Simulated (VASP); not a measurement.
Here is a VASP 6.6.1 calculation.

The input POSCAR:

```
BaTiO3
1.0
    2.8400602447      1.6397095468      2.3313669790
   -2.8400602447      1.6397095468      2.3313669790
    0.0000000000     -3.2794190936      2.3313669790
Ba Ti O
1 1 3
Direct
   -0.0031914501     -0.0031914501     -0.0031914501
    0.4833520937      0.4833520937      0.4833520937
    0.5098102139      0.0194189286      0.5098102139
    0.0194189286      0.5098102139      0.5098102139
    0.5098102139      0.5098102139      0.0194189286
```

INCAR.step1

```
SYSTEM = BaTiO3
  ALGO = Normal
  EDIFF = 1E-4
  ENCUT = 520
  GGA = PE
  ISMEAR = -1
  LASPH = .True.
  LCHARG = .False.
  LREAL = .False.
  LWAVE = .True.
  NBANDS = 28
  NELM = 80
  PREC = Accurate
  SIGMA = 0.05
```

INCAR.step2

```
SYSTEM = BaTiO3
  ALGO = Normal
  EDIFF = 1E-6
  ENCUT = 520
  ISIF = 2
  ISMEAR = -1
  ISTART = 1
  LASPH = .True.
  LCHARG = .False.
  LMIXTAU = .True.
  LREAL = .False.
  LWAVE = .False.
  METAGGA = R2SCAN
  NBANDS = 28
  NELM = 80
  PREC = Accurate
  SIGMA = 0.05
```

Contents of KPOINTS:

```
k-points
0
Gamma
  7 7 7
  0 0 0
```

Potentials or basis: VASP PAW PBE potentials, release 64 (Ba_sv, Ti_sv, O).

Launch:

```bash
$ cat potpaw_PBE.64/Ba_sv/POTCAR potpaw_PBE.64/Ti_sv/POTCAR potpaw_PBE.64/O/POTCAR > POTCAR
$ cp INCAR.step1 INCAR
$ mpirun -np 1 vasp_std > vasp.out
$ cp INCAR.step2 INCAR
$ mpirun -np 1 vasp_std > vasp.out
```

(1) Estimate the band gap on the k mesh.

(2) What does it give for the pressure?

(3) Estimate the largest force.

## Answers

(1) 2.91 eV (least direct gap 3.31 eV).

(2) 1.9 GPa.

(3) 0.174 eV/Å.

Caveat: the PAW data sets were made with another functional, which shifts forces and pressure a little; spin-orbit coupling is left out, which moves the levels of the heavy elements.
